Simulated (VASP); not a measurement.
Input of a VASP 6.6.1 run:

Contents of INCAR:

```
ALGO = Normal
EDIFF = 1E-7
ENCUT = 520
GGA = CA
ISIF = 2
ISMEAR = -1
LASPH = True
LCHARG = False
LREAL = False
LWAVE = False
NBANDS = 27
NELM = 100
PREC = Accurate
SIGMA = 0.05
```

Contents of KPOINTS:

```
k-points
0
Gamma
  7 7 6
```

Contents of POSCAR:

```
InSe
1.0
    5.9406648870     -2.0949464201      0.0000000000
    5.9406648870      2.0949464201      0.0000000000
   -1.7570304771      0.0000000000      4.8649274559
In Se
2 2
Direct
    0.8882032500      0.8882032500      0.0468413600
    0.1117967500      0.1117967500      0.9531586400
    0.6609275900      0.6609275900      0.6689556200
    0.3390724100      0.3390724100      0.3310443800
```

Potentials or basis: VASP PAW LDA potentials, release 64 (In_d, Se).

Run with:

```console
$ cat potpaw_LDA.64/In_d/POTCAR potpaw_LDA.64/Se/POTCAR > POTCAR
$ mpirun -np 1 vasp_std > vasp.out
```

(1) Predict the band gap on the k mesh.

(2) What does it give for the pressure?

Answers

(1) 0.91 eV.

(2) -5.0 GPa.

Caveat: the cell stands under tension; spin-orbit coupling is left out, which moves the levels of the heavy elements; an odd mesh through Γ misses points on the zone boundary, where band edges can lie.
